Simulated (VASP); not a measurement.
# HfH5 (Pbam) in VASP: single point with PBE

Aim: the single point of HfH5 with PBE.

Everything below comes from runs of VASP 6.6.1. Logs are shortened: lines on timing, memory, paths and dates and some standing lists are left out, and cuts for length are marked.

### 1 The cell of the first run

Symmetry: Pbam, No. 55, orthorhombic system. The conventional cell has a = 4.335 Å, b = 5.867 Å, c = 5.392 Å, α = 90.00°, β = 90.00°, γ = 90.00°. Within 2.8 Å of Hf (site symmetry 2/m) lie 6 H at 2.13 to 2.70 Å. H (site symmetry 1) has 2 H at 1.59 to 1.95 Å and 1 Hf at 2.13 Å within 2.2 Å. Within 2.1 Å of H (site symmetry 2/m) lie 4 H at 1.59 Å.

The cell was generated, and may not be a known phase.

### 2 Single point, PBE

Input file INCAR:

```
PREC = Accurate
ENCUT = 520
EDIFF = 1E-6
ISMEAR = 0
SIGMA = 0.1
LREAL = F
LASPH = T
NELM = 80
ALGO = Normal
ISIF = 2
LWAVE = F
LCHARG = T
GGA = PE
LELF = T
LVHAR = T
NBANDS = 27
```

Input file KPOINTS:

```
Automatic mesh
0
Gamma
  4 4 4
```

Input file POSCAR:

```
HfH5
1.0
    4.3345674700      0.0000000000      0.0000000000
    0.0000000000      5.8669012200      0.0000000000
    0.0000000000      0.0000000000      5.3920810900
Hf H
2 10
Direct
    0.0000000000      0.0000000000      0.0000000000
    0.5000000000      0.5000000000      0.0000000000
    0.3444351600      0.3195616700      0.3195440000
    0.6555648400      0.6804383300      0.3195440000
    0.1555648400      0.8195616700      0.6804560000
    0.8444351600      0.1804383300      0.6804560000
    0.6555648400      0.6804383300      0.6804560000
    0.3444351600      0.3195616700      0.6804560000
    0.8444351600      0.1804383300      0.3195440000
    0.1555648400      0.8195616700      0.3195440000
    0.0000000000      0.0000000000      0.5000000000
    0.5000000000      0.5000000000      0.5000000000
```

Potentials or basis: VASP PAW PBE potentials, release 64 (Hf_pv, H).

Run with:

```
$ cat potpaw_PBE.64/Hf_pv/POTCAR potpaw_PBE.64/H/POTCAR > POTCAR
$ mpirun -np 1 vasp_std > vasp.out
```

OUTCAR:

```text
PREC = Accurate
   ENCUT = 520
   EDIFF = 1E-6
   ISMEAR = 0
   LREAL = F
   LASPH = T
   NELM = 80
   ISIF = 2
   GGA = PE

 ion  position               nearest neighbor table
   1  0.000  0.000  0.000-   5 2.13   6 2.13   9 2.13  10 2.13   2 3.65   2 3.65   2 3.65   2 3.65

   2  0.500  0.500  0.000-   3 2.13   4 2.13   7 2.13   8 2.13   1 3.65   1 3.65   1 3.65   1 3.65

   3  0.344  0.320  0.320-   2 2.13
   4  0.656  0.680  0.320-   2 2.13
   5  0.156  0.820  0.680-   1 2.13
   6  0.844  0.180  0.680-   1 2.13
   7  0.656  0.680  0.680-   2 2.13
   8  0.344  0.320  0.680-   2 2.13
   9  0.844  0.180  0.320-   1 2.13
  10  0.156  0.820  0.320-   1 2.13
  11  0.000  0.000  0.500-
  12  0.500  0.500  0.500-

  LATTYP: Found a simple orthorhombic cell.
 ALAT       =     4.3345674700
 B/A-ratio  =     1.2439721212
 C/A-ratio  =     1.3535147995

  Lattice vectors:

 A1 = (  -4.3345674700,   0.0000000000,   0.0000000000)
 A2 = (   0.0000000000,   0.0000000000,   5.3920810900)
 A3 = (   0.0000000000,   5.8669012200,   0.0000000000)

Analysis of symmetry for initial positions (statically):
=====================================================================
 Subroutine PRICEL returns:
 Original cell was already a primitive cell.

 Routine SETGRP: Setting up the symmetry group for a
 simple orthorhombic supercell.

 Subroutine GETGRP returns: Found  8 space group operations
 (whereof  4 operations were pure point group operations)
 out of a pool of  8 trial point group operations.

The static configuration has the point symmetry C_2h.
 The point group associated with its full space group is D_2h.

Analysis of symmetry for dynamics (positions and initial velocities):
=====================================================================
 Subroutine PRICEL returns:
 Original cell was already a primitive cell.

 Routine SETGRP: Setting up the symmetry group for a
 simple orthorhombic supercell.

 Subroutine GETGRP returns: Found  8 space group operations
 (whereof  4 operations were pure point group operations)
 out of a pool of  8 trial point group operations.

The dynamic configuration has the point symmetry C_2h.
 The point group associated with its full space group is D_2h.

 Subroutine INISYM returns: Found  8 space group operations
 (whereof  4 operations are pure point group operations),
 and found     1 'primitive' translations

----------------------------------------------------------------------------------------

                                     Primitive cell

  volume of cell :     137.1232

  direct lattice vectors                    reciprocal lattice vectors
     4.334567470  0.000000000  0.000000000     0.230703526  0.000000000  0.000000000
     0.000000000  5.866901220  0.000000000     0.000000000  0.170447731  0.000000000
     0.000000000  0.000000000  5.392081090     0.000000000  0.000000000  0.185457152

  length of vectors
     4.334567470  5.866901220  5.392081090     0.230703526  0.170447731  0.185457152

  position of ions in fractional coordinates (direct lattice)
     0.000000000  0.000000000  0.000000000
     0.500000000  0.500000000  0.000000000
     0.344435160  0.319561670  0.319544000
     0.655564840  0.680438330  0.319544000
     0.155564840  0.819561670  0.680456000
     0.844435160  0.180438330  0.680456000
     0.655564840  0.680438330  0.680456000
     0.344435160  0.319561670  0.680456000
     0.844435160  0.180438330  0.319544000
     0.155564840  0.819561670  0.319544000
     0.000000000  0.000000000  0.500000000
     0.500000000  0.500000000  0.500000000

  ion indices of the primitive-cell ions
   primitive index   ion index
                 1           1
                 2           2
                 3           3
                 4           4
                 5           5
                 6           6
                 7           7
                 8           8
                 9           9
                10          10
                11          11
                12          12

----------------------------------------------------------------------------------------

 KPOINTS: Automatic mesh

Automatic generation of k-mesh.
 Grid dimensions read from file:
 generate k-points for:    4    4    4

 Generating k-lattice:

  Cartesian coordinates                     Fractional coordinates (reciprocal lattice)
     0.057675882  0.000000000  0.000000000     0.250000000  0.000000000  0.000000000
     0.000000000  0.042611933  0.000000000     0.000000000  0.250000000  0.000000000
     0.000000000  0.000000000  0.046364288     0.000000000  0.000000000  0.250000000

  Length of vectors
     0.057675882  0.042611933  0.046364288

  Shift w.r.t. Gamma in fractional coordinates (k-lattice)
     0.000000000  0.000000000  0.000000000

 Subroutine IBZKPT returns following result:
 ===========================================

 Found     27 irreducible k-points:

 Following reciprocal coordinates:
            Coordinates               Weight
  0.000000  0.000000  0.000000      1.000000
  0.250000  0.000000  0.000000      2.000000
  0.500000  0.000000  0.000000      1.000000
  0.000000  0.250000  0.000000      2.000000
  0.250000  0.250000  0.000000      4.000000
  0.500000  0.250000  0.000000      2.000000
[... 16 lines left out ...]
  0.250000  0.250000  0.500000      4.000000
  0.500000  0.250000  0.500000      2.000000
 [... further k-points ...]
   k-points           NKPTS =     27   k-points in BZ     NKDIM =     27   number of bands    NBANDS=     27
   number of dos      NEDOS =    301   number of ions     NIONS =     12
   total plane-waves  NPLWV =  61440
   dimension x,y,z NGX =    32 NGY =   48 NGZ =   40
   dimension x,y,z NGXF=    64 NGYF=   96 NGZF=   80
   ions per type =               2  10
   NGX,Y,Z   is equivalent  to a cutoff of  12.27, 13.60, 12.33 a.u.
   NGXF,Y,Z  is equivalent  to a cutoff of  24.55, 27.20, 24.67 a.u.
 SYSTEM =  unknown system
   PREC   = accura    normal or accurate (medium, high low for compatibility)
   ISTART =      0    job   : 0-new  1-cont  2-samecut
   ICHARG =      2    charge: 1-file 2-atom 10-const
   ISPIN  =      1    spin polarized calculation?
   LNONCOLLINEAR =      F non collinear calculations
   LSORBIT =      F    spin-orbit coupling
   LASPH  =      T    aspherical Exc in radial PAW
   ENCUT  =  520.0 eV  38.22 Ry    6.18 a.u.   8.06 10.91 10.03*2*pi/ulx,y,z
   NELM   =     80;   NELMIN=  2; NELMDL= -5     # of ELM steps
   EDIFF  = 0.1E-05   stopping-criterion for ELM
   LREAL  =      F    real-space projection
   EDIFFG = 0.1E-04   stopping-criterion for IOM
   NSW    =      0    number of steps for IOM
   IBRION =     -1    ionic relax: 0-MD 1-quasi-New 2-CG
   NFREE  =      0    steps in history (QN), initial steepest desc. (CG)
   ISIF   =      2    stress and relaxation
   ISYM   =      2    0-nonsym 1-usesym 2-fastsym
   POTIM  = 0.5000    time-step for ionic-motion
   TEBEG  =    0.0;   TEEND  =   0.0 temperature during run
   PSTRESS=    0.0 pullay stress
   NELECT =      30.0000    total number of electrons
   NUPDOWN=      -1.0000    fix difference up-down
   EMIN   =  10.00;   EMAX   =-10.00  energy-range for DOS
   EFERMI =   0.00;   METHOD = LEGACY
   ISMEAR =     0;   SIGMA  =   0.10  broadening in eV -4-tet -1-fermi 0-gaus
   EFERMI_NEDOS =   21; number of points for ismear=-14 and -15
   IALGO  =     38    algorithm
   IMIX   =      4    mixing-type and parameters
     AMIX     =   0.40;   BMIX     =  1.00
     AMIX_MAG =   1.60;   BMIX_MAG =  1.00
  volume/ion in A,a.u.               =      11.43        77.11
  Fermi-wavevector in a.u.,A,eV,Ry     =   0.986457  1.864134 13.239800  0.973098
  Thomas-Fermi vector in A             =   2.117839
   LORBIT       =      0    0 simple, 1 ext, 2 COOP (PROOUT), +10 PAW based schemes
   GGA     = PE    functional components
   LHFCALC =     F    Hartree Fock is set to
   AEXX    =    0.0000 exact exchange contribution
   IVDW    =     0    specifies the selected vdW correction
   LEPSILON=     F    determine dielectric tensor
   LRPA    =     F    only Hartree local field effects (RPA)
 non-spin polarized calculation
 Gauss-broadening in eV      SIGMA  =   0.10
  energy-cutoff  :      520.00
  volume of cell :      137.12
 maximum number of plane-waves:      3732
   NGX = 17   NGY = 21   NGZ = 21

 number of electron      30.0000004 magnetization

 Free energy of the ion-electron system (eV)
  ---------------------------------------------------
  ext. energy  EPLUGINS =         0.00000000
  ---------------------------------------------------
  free energy    TOTEN  =       -44.69924666 eV

  energy without entropy =      -44.67449722  energy(sigma->0) =      -44.68687194

 E-fermi :  -0.2189     XC(G=0):  -8.4105

 val. band max:       -0.2431310302   @ k =   0.0000   0.2500   0.5000
 cond. band min:      -0.2128344700   @ k =   0.2500   0.0000   0.5000
 fundamental gap:      0.0302965602
 Fermi energy:        -0.2188986239

 k-point     1 :       0.0000    0.0000    0.0000
  band No.  band energies     occupation
      1     -31.9419      2.00000
      2     -31.9263      2.00000
      3     -31.6427      2.00000
      4     -31.6246      2.00000
      5     -31.6067      2.00000
      6     -31.5699      2.00000
[... 19 lines left out ...]
     26       5.4793      0.00000
     27       5.8638      0.00000

 k-point     2 :       0.2500    0.0000    0.0000
  band No.  band energies     occupation
      1     -31.9423      2.00000
      2     -31.9303      2.00000
      3     -31.6352      2.00000
      4     -31.6216      2.00000
      5     -31.6089      2.00000
      6     -31.5827      2.00000
[... 19 lines left out ...]
     26       4.7512      0.00000
     27       6.2862      0.00000

 k-point     3 :       0.5000    0.0000    0.0000
  band No.  band energies     occupation
      1     -31.9387      2.00000
      2     -31.9387      2.00000
      3     -31.6148      2.00000
      4     -31.6148      2.00000
      5     -31.6115      2.00000
      6     -31.6115      2.00000
[... 19 lines left out ...]
     26       3.9410      0.00000
     27       6.2475      0.00000

 k-point     4 :       0.0000    0.2500    0.0000
  band No.  band energies     occupation
      1     -31.9382      2.00000
      2     -31.9268      2.00000
      3     -31.6341      2.00000
      4     -31.6220      2.00000
      5     -31.6093      2.00000
      6     -31.5823      2.00000
[... 19 lines left out ...]
     26       5.1584      0.00000
     27       6.4221      0.00000
[... 516 lines left out ...]
      4     -31.6232      2.00000
      5     -31.6104      2.00000
      6     -31.5822      2.00000
[... 19 lines left out ...]
     26       4.7520      0.00000
     27       6.2628      0.00000

 k-point    23 :       0.2500    0.2500    0.5000
  band No.  band energies     occupation
      1     -31.9419      2.00000
      2     -31.9321      2.00000
      3     -31.6269      2.00000
      4     -31.6209      2.00000
      5     -31.6119      2.00000
      6     -31.5895      2.00000
[... 19 lines left out ...]
     26       4.4428      0.00000
     27       5.8949      0.00000

 k-point    24 :       0.5000    0.2500    0.5000
  band No.  band energies     occupation
      1     -31.9416      2.00000
      2     -31.9416      2.00000
      3     -31.6160      2.00000
      4     -31.6160      2.00000
      5     -31.6082      2.00000
      6     -31.6082      2.00000
[... 19 lines left out ...]
     26       4.0830      0.00000
     27       5.3537      0.00000

 [... further k-points ...]

------------------------ aborting loop because EDIFF is reached ----------------------------------------

  FORCE on cell =-STRESS in cart. coord.  units (eV):
  Direction    XX          YY          ZZ          XY          YZ          ZX
  --------------------------------------------------------------------------------------
  -------------------------------------------------------------------------------------
  Total       -7.8761860    -15.0624058    -19.3469877      0.0000000      0.0000000      0.0000000
  in kB      -92.0270683   -175.9924220   -226.0544076      0.0000000      0.0000000      0.0000000
  external PRESSURE =    -164.6912993 kB  Pullay stress =       0.0000000 kB

 VOLUME and BASIS-vectors are now :
 -----------------------------------------------------------------------------
  energy-cutoff  :      520.00
  volume of cell :      137.12
      direct lattice vectors                 reciprocal lattice vectors
     4.334567470  0.000000000  0.000000000     0.230703526  0.000000000  0.000000000
     0.000000000  5.866901220  0.000000000     0.000000000  0.170447731  0.000000000
     0.000000000  0.000000000  5.392081090     0.000000000  0.000000000  0.185457152

 POSITION                                       TOTAL-FORCE (eV/Angst)
 -----------------------------------------------------------------------------------
      0.00000      0.00000      0.00000         0.000000      0.000000     -0.000000
      2.16728      2.93345      0.00000         0.000000      0.000000     -0.000000
      1.49298      1.87484      1.72301         0.170468      0.414390     -0.919147
      2.84159      3.99206      1.72301        -0.170468     -0.414390     -0.919147
      0.67431      4.80829      3.66907        -0.170468      0.414390      0.919147
      3.66026      1.05861      3.66907         0.170468     -0.414390      0.919147
      2.84159      3.99206      3.66907        -0.170468     -0.414390      0.919147
      1.49298      1.87484      3.66907         0.170468      0.414390      0.919147
      3.66026      1.05861      1.72301         0.170468     -0.414390     -0.919147
      0.67431      4.80829      1.72301        -0.170468      0.414390     -0.919147
      0.00000      0.00000      2.69604         0.000000      0.000000     -0.000000
      2.16728      2.93345      2.69604         0.000000      0.000000     -0.000000
 -----------------------------------------------------------------------------------
    total drift:                                0.000000     -0.000000     -0.000000

  FREE ENERGIE OF THE ION-ELECTRON SYSTEM (eV)
  ---------------------------------------------------
  free  energy   TOTEN  =       -44.6992466554 eV

  energy  without entropy=      -44.6744972154  energy(sigma->0) =      -44.68687194
```

Wall time 1.8 min (1 thread of Oxide Virtual Turin-like, shared host); peak memory 0.24 GiB.

What came out:

```yaml
Free_energy: -44.6992 eV
Pressure: -16.5 GPa
Largest_force: 1.023 eV/Å
Band_gap_on_the_k_mesh: zero (bands 15 and 16 overlap by 1.73 eV)
```

Forces on the atoms (eV/Å):
```
Hf   0.000  0.000  0.000
Hf   0.000  0.000  0.000
H    0.170  0.414 -0.919
H   -0.170 -0.414 -0.919
H   -0.170  0.414  0.919
H    0.170 -0.414  0.919
H   -0.170 -0.414  0.919
H    0.170  0.414  0.919
H    0.170 -0.414 -0.919
H   -0.170  0.414 -0.919
H    0.000  0.000  0.000
H    0.000  0.000  0.000
```

Caveat: the k points lie up to 0.36 Å⁻¹ apart, too coarse for converged energies and pressures of a metal; spin-orbit coupling is left out, which moves the levels of the heavy elements; forces of over 1 eV/Å act on the atoms, so gaps and moduli don't describe the material at rest.

The gap in the log of VASP goes by the Fermi energy; the results here count the filled bands.